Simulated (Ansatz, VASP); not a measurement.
**CdS3: VASP beside Ansatz**

File INCAR:

```
PREC     = Accurate       # precision mode
ENCUT    = 500            # plane-wave cutoff, eV
EDIFF    = 1E-7           # SCF threshold, eV
ISMEAR   = 0              # smearing method
SIGMA    = 0.1            # smearing width, eV
LREAL    = F              # projectors in reciprocal space
LASPH    = T              # aspherical terms in the spheres
NELM     = 120            # most SCF steps
ALGO     = Normal         # electronic algorithm
ISIF     = 3              # what is computed and relaxed
LWAVE    = F              # write WAVECAR
LCHARG   = F              # write CHGCAR
GGA      = PE             # functional
IBRION   = 2              # ionic algorithm
NSW      = 100            # ionic steps
EDIFFG   = -0.01          # ionic threshold
GGA_COMPAT= F            
NELMIN   = 4
```

The input KPOINTS:

```
regular mesh
0
Gamma
  16 16 4
```

File POSCAR:

```
CdS3
1.0
    2.8494283901      0.0000000000      0.0000000000
    0.0000000000      2.8494283901      0.0000000000
    0.0000000000      0.0000000000     11.5636350944
Cd S
1 3
Direct
    0.0000000000      0.0000000000      0.0000000000
    0.5000000000      0.5000000000      0.8307206626
    0.0000000000      0.0000000000      0.5000000000
    0.5000000000      0.5000000000      0.1692793374
```

Input for Ansatz:

```yaml
crystal:
  lattice:
    - [2.8494283901, 0.0, 0.0]
    - [0.0, 2.8494283901, 0.0]
    - [0.0, 0.0, 11.5636350944]
  atoms:
    - { symbol: Cd, position: [0.0, 0.0, 0.0] }
    - { symbol: S, position: [0.5, 0.5, 0.8307206626] }
    - { symbol: S, position: [0.0, 0.0, 0.5] }
    - { symbol: S, position: [0.5, 0.5, 0.1692793374] }
basis:
  ecutwfc: 420
kpoints:
  mp_grid: { grid: [16, 16, 4] }
hamiltonian:
  xc: pbe
scf:
  occupations: { method: gaussian, width: 0.1 }
output:
  forces: true
  stress: true
  eigenvalues: true
relax:
  adjacent_minimum: "off"
  f_tol: 0.01
  max_steps: 80
  cell: { stress_tol: 0.05 }
```

Change from the starting cell: species swapped into the TlIn3 type (P4/mmm, No. 123).

Alike in both runs: task relaxation of cell and atoms; functional PBE; k mesh 16 × 16 × 4; occupations gaussian, width 0.1 eV; no spin polarisation.

|  | VASP | Ansatz |
| --- | --- | --- |
| version | VASP 6.6.1 | Ansatz 0.2.0 |
| potentials or method | VASP PAW PBE potentials, release 64 (Cd, S), cutoff 500 eV | scalar-relativistic, plane waves, PAW |
| valence electrons in the cell | 30 | 38 |

|  | VASP | Ansatz | Ansatz less VASP |
| --- | --- | --- | --- |
| gap on the k mesh at the Fermi level, each at its own relaxed structure (eV) | none | none | - |
| relaxed volume (Å³/atom) | 22.81 | 22.93 | +0.115 |
| relaxed cell length with the largest relative difference (Å) | 11.372 | 11.441 | +0.0693 |

A gap of «none» marks a metal or a gap that the smearing closes. VASP's potentials hold 30 valence electrons a cell and Ansatz's 38, so a difference there can come from the potentials and not from the codes.
